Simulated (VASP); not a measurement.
Here is a VASP 6.6.1 calculation.

INCAR

```
SYSTEM = NaC8
PREC = Accurate ; ENCUT = 970
EDIFF = 1E-6 ; ISMEAR = 0
SIGMA = 0.2 ; LREAL = .FALSE.
LASPH = .TRUE. ; NELM = 120
ALGO = Normal ; ISIF = 2
LWAVE = .FALSE. ; LCHARG = .FALSE.
GGA = PE ; IVDW = 12
NBANDS = 30 ; GGA_COMPAT = .FALSE.
```

File KPOINTS:

```
Automatic mesh
0
G
  6 6 6
  0 0 0
```

Contents of POSCAR:

```
NaC8
1.0
    0.0000000000      0.0000000000      4.4859972348
    4.9759645509      0.0000000000      0.0000000000
   -2.4879822755      4.3093117094      0.0000000000
Na C
1 8
Direct
    0.5000000000      0.0000000000      0.0000000000
    0.0000000000      0.3346974444      0.1673487222
    0.0000000000      0.3333333333      0.6666666667
    0.0000000000      0.8326512778      0.1673487222
    0.0000000000      0.8326512778      0.6653025556
    0.0000000000      0.1673487222      0.3346974444
    0.0000000000      0.1673487222      0.8326512778
    0.0000000000      0.6666666667      0.3333333333
    0.0000000000      0.6653025556      0.8326512778
```

Potentials or basis: VASP PAW PBE potentials, release 64 (Na_sv, C).

Command:

```sh
$ cat potpaw_PBE.64/Na_sv/POTCAR potpaw_PBE.64/C/POTCAR > POTCAR
$ mpirun -np 1 vasp_std > vasp.out
```

Q: Predict the dispersion energy per atom.

A: -0.130 eV.

Q: Estimate the pressure.

A: 0.0 GPa.

Q: Predict the band gap on the k mesh.

A: Zero (an odd number of electrons rules out a gap without spin polarisation).

Forces on the atoms (eV/Å):
```
Na   0.000  0.000  0.000
C   -0.007 -0.004  0.000
C    0.000  0.000  0.000
C    0.007 -0.004  0.000
C    0.000  0.008  0.000
C    0.000 -0.008  0.000
C   -0.007  0.004  0.000
C    0.000  0.000  0.000
C    0.007  0.004  0.000
```
